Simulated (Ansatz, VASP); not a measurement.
Two plane-wave programs on SnSe

Contents of INCAR:

```
PREC     = Accurate       # precision mode
ENCUT    = 520            # plane-wave cutoff, eV
EDIFF    = 1E-7           # SCF threshold, eV
ISMEAR   = -1             # smearing method
SIGMA    = 0.02           # smearing width, eV
LREAL    = F              # projectors in reciprocal space
LASPH    = T              # aspherical terms in the spheres
NELM     = 150            # most SCF steps
ALGO     = Normal         # electronic algorithm
ISIF     = 2              # what is computed and relaxed
LWAVE    = F              # write WAVECAR
LCHARG   = F              # write CHGCAR
MAGMOM   = 0 0 0 0 0 0    # initial moments
LORBIT   = 11             # projections on sites
LSORBIT  = T              # spin-orbit coupling
GGA_COMPAT= F            
LORBMOM  = T            
GGA      = PE             # functional
NBANDS   = 32             # bands
```

Contents of KPOINTS:

```
regular mesh
0
Gamma
  8 8 8
```

The input POSCAR:

```
SnSe
1.0
    0.0000000000      3.0021131538      3.0021131538
    3.0021131538      0.0000000000      3.0021131538
    3.0021131538      3.0021131538      0.0000000000
Sn Se
1 1
Direct
    0.0000000000      0.0000000000      0.0000000000
    0.5000000000      0.5000000000      0.5000000000
```

Input for Ansatz:

```yaml
crystal:
  lattice:
    - [0.0, 3.0021131538, 3.0021131538]
    - [3.0021131538, 0.0, 3.0021131538]
    - [3.0021131538, 3.0021131538, 0.0]
  atoms:
    - { symbol: Sn, position: [0.0, 0.0, 0.0] }
    - { symbol: Se, position: [0.5, 0.5, 0.5] }
kpoints:
  mp_grid: { grid: [8, 8, 8] }
  band_path:
    path:
      - [0.0, 0.0, 0.0]
      - [0.5, 0.0, 0.5]
      - [0.625, 0.25, 0.625]
      - [0.375, 0.375, 0.75]
      - [0.5, 0.5, 0.5]
      - [0.5, 0.25, 0.75]
      - [-0.052246, -0.051758, 0.484131]
      - [-0.057292, -0.041911, 0.479818]
      - [0.5, 0.475, 0.525]
    npoints: 1
hamiltonian:
  xc: pbe
scf:
  occupations: { method: fermi_dirac, width: 0.02 }
  n_extra_bands: 8
magnetization:
  noncollinear: true
  spin_orbit: true
output:
  forces: true
  stress: true
  eigenvalues: true
```

Alike in both runs: task single point; functional PBE; k mesh 8 × 8 × 8; occupations fermi-dirac, width 0.02 eV; non-collinear spin, spin-orbit coupling.

|  | VASP | Ansatz |
| --- | --- | --- |
| version | VASP 6.6.1 | Ansatz 0.2.0 |
| potentials or method | VASP PAW PBE potentials, release 64 (Sn_d, Se) | plane waves, PAW |
| plane-wave cutoff (eV) | 520 | 420 |
| valence electrons in the cell | 20 | 30 |

|  | VASP | Ansatz | Ansatz less VASP |
| --- | --- | --- | --- |
| pressure (GPa) | 1.3 | 1.3 | -0.01 |
| net moment per atom (μB) | 0.00 | 0.00 | 0.000 |

VASP's potentials hold 20 valence electrons a cell and Ansatz's 30, so a difference there can come from the potentials and not from the codes.
